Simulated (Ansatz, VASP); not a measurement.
# Ni: VASP beside Ansatz

```
Ni
1.0
     2.20903    0.00000    0.00000
     0.00000    2.20903    0.00000
     0.00000    0.00000    2.20903
Ni
1
Direct
  0.00000 0.00000 0.00000
```

Change from the starting cell: volume scaled by 0.85, LAPW.

Alike in both runs: task single point; functional PBE; k mesh 18 × 18 × 18; occupations fermi-dirac, width 0.1 eV; collinear spin.

|  | VASP | Ansatz |
| --- | --- | --- |
| version | VASP 6.6.1 | Ansatz 0.2.0 |
| potentials or method | VASP PAW PBE potentials, release 64 (Ni), cutoff 520 eV | all-electron LAPW, scalar-relativistic |

VASP gave:

```
pressure (GPa)                                                : 32.7
net moment per atom (μB)                                      : 0.34
size of the moment on the site where the two differ most (μB) : 0.34
```

Task: What did Ansatz give for the same quantities?

Result: Pressure (GPa): 33.4; net moment per atom (μB): 0.36; size of the moment on the site where the two differ most (μB): 0.37.

Site moments also hang on the region over which each program counts them. Both programs put the cell under a high pressure, so it lies far from rest at this level. Ansatz ran all-electron here, and VASP with PAW potentials.
